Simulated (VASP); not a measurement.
Here is a VASP 6.6.1 calculation.

Contents of INCAR:

```
SYSTEM = W
ALGO = Normal
EDIFF = 1E-6
ENCUT = 520
GGA = PE
ISIF = 2
ISMEAR = 0
ISPIN = 2
LASPH = .TRUE.
LCHARG = .TRUE.
LELF = .TRUE.
LMAXMIX = 4
LORBIT = 11
LREAL = .FALSE.
LVHAR = .TRUE.
LWAVE = .FALSE.
MAGMOM = 1.5
NBANDS = 17
NELM = 150
PREC = Accurate
SIGMA = 0.05
```

Contents of KPOINTS:

```
k-points
0
G
  1 1 26
  0 0 0
```

POSCAR

```
W
1.0
    9.0000000000      0.0000000000      0.0000000000
    0.0000000000      9.3000000000      0.0000000000
    0.0000000000      0.0000000000      2.4813358541
W
1
Direct
    0.5000000000      0.5000000000      0.0000000000
```

Potentials or basis: VASP PAW PBE potentials, release 64 (W_sv).

Launch:

```sh
$ cat potpaw_PBE.64/W_sv/POTCAR > POTCAR
$ mpirun -np 1 vasp_std > vasp.out
```

Question: Predict the site moments.

Answer: W +0.98 μB.

Question: What does it give for the net moment?

Answer: 1.39 μB per cell.
